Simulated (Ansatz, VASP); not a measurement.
## RbZn: VASP beside Ansatz

```
CELL_PARAMETERS angstrom
0.00000 4.07576 4.07576
4.07576 0.00000 4.07576
4.07576 4.07576 0.00000
ATOMIC_POSITIONS crystal
Rb 0.12500 0.12500 0.12500
Rb 0.87500 0.87500 0.87500
Zn 0.37500 0.37500 0.37500
Zn 0.62500 0.62500 0.62500
```

Alike in both runs: task electric field gradients; functional PBEsol; k mesh 7 × 7 × 7; occupations fermi-dirac, width 0.05 eV; no spin polarisation.

|  | VASP | Ansatz |
| --- | --- | --- |
| version | VASP 6.6.1 | Ansatz 0.2.0 |
| potentials or method | VASP PAW PBE potentials, release 64 (Rb_sv, Zn), cutoff 520 eV | all-electron PAW with datasets made for the crystal, scalar-relativistic |

```tsv
	VASP	Ansatz	Ansatz less VASP
pressure (GPa)	0.0	0.0	-0.03
```

VASP's potentials were made for PBE, not for PBEsol. Ansatz ran all-electron here, and VASP with PAW potentials.
